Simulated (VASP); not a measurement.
# BN (P6_3/mmc) in VASP: relaxation of cell and atoms with PBE

Aim: the relaxation of cell and atoms of BN with PBE.

All numbers are computed with VASP 6.6.1; they aren't measurements. Logs are shortened: lines on timing, memory, paths and dates and some standing lists are left out, and cuts for length are marked.

## 1. The cell of the first run

It takes space group P6_3/mmc (No. 194, hexagonal). The conventional cell has a = 2.512 Å, b = 2.512 Å, c = 8.344 Å, α = 90.00°, β = 90.00°, γ = 120.00°. Within 1.9 Å of B (site symmetry -6m2) lie 3 N at 1.45 Å. Within 1.9 Å of N (site symmetry -6m2) lie 3 B at 1.45 Å.

## 2. Relaxation of cell and atoms, PBE

Input file INCAR:

```
SYSTEM = BN
  PREC = Accurate
  ENCUT = 600
  EDIFF = 1E-6
  ISMEAR = 0
  SIGMA = 0.02
  LREAL = .False.
  LASPH = .True.
  NELM = 60
  ALGO = Normal
  ISIF = 3
  LWAVE = .False.
  LCHARG = .False.
  GGA = PE
  IBRION = 2
  NSW = 100
  EDIFFG = -0.01
```

Input file KPOINTS:

```
regular mesh
0
Gamma
  12 12 4
  0 0 0
```

Input file POSCAR:

```
BN
1.0
    2.5121777594      0.0000000029      0.0000000000
   -1.2560888822      2.1756097570      0.0000000000
    0.0000000000      0.0000000000      8.3440148055
B N
2 2
Direct
    0.3333333333      0.6666666667      0.2500000000
    0.6666666667      0.3333333333      0.7500000000
    0.3333333333      0.6666666667      0.7500000000
    0.6666666667      0.3333333333      0.2500000000
```

Potentials or basis: VASP PAW PBE potentials, release 64 (B, N).

Run with:

```console
$ cat potpaw_PBE.64/B/POTCAR potpaw_PBE.64/N/POTCAR > POTCAR
$ mpirun -np 1 vasp_std > vasp.out
```

OUTCAR:

```text
SYSTEM = BN
   PREC = Accurate
   ENCUT = 600
   EDIFF = 1E-6
   ISMEAR = 0
   LREAL = .False.
   LASPH = .True.
   NELM = 60
   ISIF = 3
   GGA = PE
   IBRION = 2
   NSW = 100
   EDIFFG = -0.01

 ion  position               nearest neighbor table
   1  0.333  0.667  0.250-   4 1.45   4 1.45   4 1.45
   2  0.667  0.333  0.750-   3 1.45   3 1.45   3 1.45
   3  0.333  0.667  0.750-   2 1.45   2 1.45   2 1.45
   4  0.667  0.333  0.250-   1 1.45   1 1.45   1 1.45

  LATTYP: Found a hexagonal cell.
 ALAT       =     2.5121777594
 C/A-ratio  =     3.3214269071

  Lattice vectors:

 A1 = (   2.5121777594,   0.0000000029,   0.0000000000)
 A2 = (  -1.2560888822,   2.1756097570,   0.0000000000)
 A3 = (   0.0000000000,   0.0000000000,   8.3440148055)

Analysis of symmetry for initial positions (statically):
=====================================================================
 Subroutine PRICEL returns:
 Original cell was already a primitive cell.

 Routine SETGRP: Setting up the symmetry group for a
 hexagonal supercell.

 Subroutine GETGRP returns: Found 24 space group operations
 (whereof 12 operations were pure point group operations)
 out of a pool of 24 trial point group operations.

The static configuration has the point symmetry D_3d.
 The point group associated with its full space group is D_6h.

Analysis of symmetry for dynamics (positions and initial velocities):
=====================================================================
 Subroutine PRICEL returns:
 Original cell was already a primitive cell.

 Routine SETGRP: Setting up the symmetry group for a
 hexagonal supercell.

 Subroutine GETGRP returns: Found 24 space group operations
 (whereof 12 operations were pure point group operations)
 out of a pool of 24 trial point group operations.

The dynamic configuration has the point symmetry D_3d.
 The point group associated with its full space group is D_6h.

 Subroutine INISYM returns: Found 24 space group operations
 (whereof 12 operations are pure point group operations),
 and found     1 'primitive' translations

----------------------------------------------------------------------------------------

                                     Primitive cell

  volume of cell :      45.6044

  direct lattice vectors                    reciprocal lattice vectors
     2.512177759  0.000000003  0.000000000     0.398061003  0.229820628  0.000000000
    -1.256088882  2.175609757  0.000000000    -0.000000001  0.459641255  0.000000000
     0.000000000  0.000000000  8.344014806     0.000000000  0.000000000  0.119846384

  length of vectors
     2.512177759  2.512177759  8.344014806     0.459641255  0.459641255  0.119846384

  position of ions in fractional coordinates (direct lattice)
     0.333333333  0.666666667  0.250000000
     0.666666667  0.333333333  0.750000000
     0.333333333  0.666666667  0.750000000
     0.666666667  0.333333333  0.250000000

  ion indices of the primitive-cell ions
   primitive index   ion index
                 1           1
                 2           2
                 3           3
                 4           4

----------------------------------------------------------------------------------------

 KPOINTS: regular mesh

Automatic generation of k-mesh.
 Grid dimensions read from file:
 generate k-points for:   12   12    4

 Generating k-lattice:

  Cartesian coordinates                     Fractional coordinates (reciprocal lattice)
     0.033171750  0.019151719  0.000000000     0.083333333  0.000000000  0.000000000
    -0.000000000  0.038303438  0.000000000     0.000000000  0.083333333  0.000000000
     0.000000000  0.000000000  0.029961596     0.000000000  0.000000000  0.250000000

  Length of vectors
     0.038303438  0.038303438  0.029961596

  Shift w.r.t. Gamma in fractional coordinates (k-lattice)
     0.000000000  0.000000000  0.000000000

 Subroutine IBZKPT returns following result:
 ===========================================

 Found     57 irreducible k-points:

 Following reciprocal coordinates:
            Coordinates               Weight
  0.000000  0.000000  0.000000      1.000000
  0.083333 -0.000000  0.000000      6.000000
  0.166667  0.000000  0.000000      6.000000
  0.250000  0.000000  0.000000      6.000000
  0.333333  0.000000  0.000000      6.000000
  0.416667  0.000000  0.000000      6.000000
[... 16 lines left out ...]
  0.250000  0.000000  0.250000     12.000000
  0.333333  0.000000  0.250000     12.000000
 [... further k-points ...]
   k-points           NKPTS =     57   k-points in BZ     NKDIM =     57   number of bands    NBANDS=     12
   number of dos      NEDOS =    301   number of ions     NIONS =      4
   total plane-waves  NPLWV =  28000
   dimension x,y,z NGX =    20 NGY =   20 NGZ =   70
   dimension x,y,z NGXF=    40 NGYF=   40 NGZF=  140
   ions per type =               2   2
   NGX,Y,Z   is equivalent  to a cutoff of  13.24, 13.24, 13.95 a.u.
   NGXF,Y,Z  is equivalent  to a cutoff of  26.47, 26.47, 27.89 a.u.
 SYSTEM =  BN
   PREC   = accura    normal or accurate (medium, high low for compatibility)
   ISTART =      0    job   : 0-new  1-cont  2-samecut
   ICHARG =      2    charge: 1-file 2-atom 10-const
   ISPIN  =      1    spin polarized calculation?
   LNONCOLLINEAR =      F non collinear calculations
   LSORBIT =      F    spin-orbit coupling
   LASPH  =      T    aspherical Exc in radial PAW
   ENCUT  =  600.0 eV  44.10 Ry    6.64 a.u.   5.02  5.02 16.67*2*pi/ulx,y,z
   NELM   =     60;   NELMIN=  2; NELMDL= -5     # of ELM steps
   EDIFF  = 0.1E-05   stopping-criterion for ELM
   LREAL  =      F    real-space projection
   EDIFFG = -.1E-01   stopping-criterion for IOM
   NSW    =    100    number of steps for IOM
   IBRION =      2    ionic relax: 0-MD 1-quasi-New 2-CG
   NFREE  =      1    steps in history (QN), initial steepest desc. (CG)
   ISIF   =      3    stress and relaxation
   ISYM   =      2    0-nonsym 1-usesym 2-fastsym
   POTIM  = 0.5000    time-step for ionic-motion
   TEBEG  =    0.0;   TEEND  =   0.0 temperature during run
   PSTRESS=    0.0 pullay stress
   NELECT =      16.0000    total number of electrons
   NUPDOWN=      -1.0000    fix difference up-down
   EMIN   =  10.00;   EMAX   =-10.00  energy-range for DOS
   EFERMI =   0.00;   METHOD = LEGACY
   ISMEAR =     0;   SIGMA  =   0.02  broadening in eV -4-tet -1-fermi 0-gaus
   EFERMI_NEDOS =   21; number of points for ismear=-14 and -15
   IALGO  =     38    algorithm
   IMIX   =      4    mixing-type and parameters
     AMIX     =   0.40;   BMIX     =  1.00
     AMIX_MAG =   1.60;   BMIX_MAG =  1.00
  volume/ion in A,a.u.               =      11.40        76.94
  Fermi-wavevector in a.u.,A,eV,Ry     =   1.154638  2.181950 18.139150  1.333190
  Thomas-Fermi vector in A             =   2.291273
   LORBIT       =      0    0 simple, 1 ext, 2 COOP (PROOUT), +10 PAW based schemes
   GGA     = PE    functional components
   LHFCALC =     F    Hartree Fock is set to
   AEXX    =    0.0000 exact exchange contribution
   IVDW    =     0    specifies the selected vdW correction
   LEPSILON=     F    determine dielectric tensor
   LRPA    =     F    only Hartree local field effects (RPA)
 conjugate gradient relaxation of ions
 non-spin polarized calculation
 Gauss-broadening in eV      SIGMA  =   0.02
  energy-cutoff  :      600.00
  volume of cell :       45.60
 maximum number of plane-waves:      1554
 NGX is ok and might be reduce to    20
   NGX =  9   NGY =  9   NGZ = 33

--------------------------------------- Ionic step        1  -------------------------------------------

 number of electron      15.9999999 magnetization

 Free energy of the ion-electron system (eV)
  ---------------------------------------------------
  ext. energy  EPLUGINS =         0.00000000
  ---------------------------------------------------
  free energy    TOTEN  =       -35.21378988 eV

  energy without entropy =      -35.21378988  energy(sigma->0) =      -35.21378988

------------------------ aborting loop because EDIFF is reached ----------------------------------------

  FORCE on cell =-STRESS in cart. coord.  units (eV):
  Direction    XX          YY          ZZ          XY          YZ          ZX
  --------------------------------------------------------------------------------------
  -------------------------------------------------------------------------------------
  Total       -0.0110878     -0.0110878     -0.0444107     -0.0000000     -0.0000000      0.0000000
  in kB       -0.3895389     -0.3895389     -1.5602423     -0.0000000     -0.0000000      0.0000000
  external PRESSURE =      -0.7797734 kB  Pullay stress =       0.0000000 kB
[... 95 lines left out ...]
  FREE ENERGIE OF THE ION-ELECTRON SYSTEM (eV)
  ---------------------------------------------------
  free  energy   TOTEN  =       -35.2138372869 eV

  energy  without entropy=      -35.2138372869  energy(sigma->0) =      -35.21383729

[... ionic steps 4 to 13 ...]

--------------------------------------- Ionic step       14  -------------------------------------------

 number of electron      15.9999998 magnetization

------------------------ aborting loop because EDIFF is reached ----------------------------------------

  FORCE on cell =-STRESS in cart. coord.  units (eV):
  Direction    XX          YY          ZZ          XY          YZ          ZX
  --------------------------------------------------------------------------------------
  -------------------------------------------------------------------------------------
  Total        0.1701408      0.1701408      0.0021985      0.0000000      0.0000000      0.0000000
  in kB        6.3507688      6.3507688      0.0820624      0.0000000      0.0000000      0.0000000
  external PRESSURE =       4.2612000 kB  Pullay stress =       0.0000000 kB
[... 61 lines left out ...]
  energy  without entropy=      -35.2151681333  energy(sigma->0) =      -35.21516813

--------------------------------------- Ionic step       16  -------------------------------------------

 number of electron      15.9999998 magnetization

 Free energy of the ion-electron system (eV)
  ---------------------------------------------------
  ext. energy  EPLUGINS =         0.00000000
  ---------------------------------------------------
  free energy    TOTEN  =       -35.21556369 eV

  energy without entropy =      -35.21556369  energy(sigma->0) =      -35.21556369

 E-fermi :   1.1062     XC(G=0):  -8.9634

 val. band max:        1.0061258659   @ k =   0.3333   0.3333   0.5000
 cond. band min:       5.5106341790   @ k =   0.5000   0.0000   0.0000
 fundamental gap:      4.5045083132
 Fermi energy:         1.1062397282

 k-point     1 :       0.0000    0.0000    0.0000
  band No.  band energies     occupation
      1     -16.6391      2.00000
      2     -16.5663      2.00000
      3      -4.6106      2.00000
      4      -3.7356      2.00000
      5      -0.3412      2.00000
      6      -0.3412      2.00000
      7      -0.3353      2.00000
      8      -0.3353      2.00000
      9       5.5517      0.00000
     10       9.3928      0.00000
     11      11.7646      0.00000
     12      12.5096      0.00000
[... 331 lines left out ...]
 k-point    24 :       0.3333    0.0000    0.2500
  band No.  band energies     occupation
      1     -14.6927      2.00000
      2     -14.6575      2.00000
      3      -5.8497      2.00000
      4      -5.8403      2.00000
      5      -2.5650      2.00000
      6      -2.5572      2.00000
      7      -1.7987      2.00000
      8      -1.3182      2.00000
      9       7.9053      0.00000
     10       8.1160      0.00000
     11       9.3147      0.00000
     12      10.9789      0.00000

 [... further k-points ...]
[... 5 lines left out ...]
  --------------------------------------------------------------------------------------
  -------------------------------------------------------------------------------------
  Total        0.0042619      0.0042619      0.0043551      0.0000000      0.0000000      0.0000000
  in kB        0.1592493      0.1592493      0.1627301      0.0000000      0.0000000      0.0000000
  external PRESSURE =       0.1604096 kB  Pullay stress =       0.0000000 kB
[... 19 lines left out ...]
  FREE ENERGIE OF THE ION-ELECTRON SYSTEM (eV)
  ---------------------------------------------------
  free  energy   TOTEN  =       -35.2155636915 eV

  energy  without entropy=      -35.2155636915  energy(sigma->0) =      -35.21556369

 reached required accuracy - stopping structural energy minimisation
```

Run time: 5.4 min. Hardware: 1 thread of Intel Xeon 8259CL, shared host; peak memory 0.19 GiB.

What came out:

```yaml
Free_energy: -35.2156 eV
Relaxed_volume: 10.72 Å³/atom
Relaxed_cell: a = 2.512 Å, b = 2.512 Å, c = 7.846 Å, α = 90.00°, β = 90.00°, γ = 120.00°
Space_group_after_relaxing_to_0.1_Å: P6_3/mmc (No. 194)
Energy_gained_by_relaxing: 0.4 meV/atom
Ionic_steps: 16
Pressure_after_relaxing: 0.0 GPa
Band_gap_on_the_k_mesh: 4.50 eV (least direct gap 4.65 eV)
```

The path:
```csv
step,energy change (eV),largest force (eV/Å),pressure (GPa),volume (Å³)
1,0.0000,0.0000,-0.08,45.60
2,0.0000,0.0000,-0.01,45.57
3,0.0000,0.0000,0.23,45.46
4,0.0000,0.0000,0.17,45.49
5,-0.0001,0.0000,0.16,45.48
6,-0.0001,0.0000,0.15,45.47
7,-0.0001,0.0000,0.17,45.45
8,-0.0001,0.0000,0.18,45.40
9,-0.0002,0.0000,0.18,45.29
10,-0.0004,0.0000,0.20,45.09
11,-0.0008,0.0000,0.23,44.69
12,-0.0014,0.0000,0.30,43.88
13,-0.0015,0.0000,0.49,42.26
14,-0.0017,0.0000,0.43,42.92
15,-0.0014,0.0000,-0.74,42.79
16,-0.0018,0.0000,0.02,42.88
```

Final structure:
```
B N
1.0
     2.51201    0.00000    0.00000
    -1.25601    2.17547    0.00000
     0.00000    0.00000    7.84627
B N
2 2
Cartesian
  0.0000 1.4503 1.9616
  1.2560 0.7252 5.8847
  0.0000 1.4503 5.8847
  1.2560 0.7252 1.9616
```

Caveat: this functional lacks dispersion, which binds layers or chains, so the pressure and a relaxed spacing across them are unreliable.
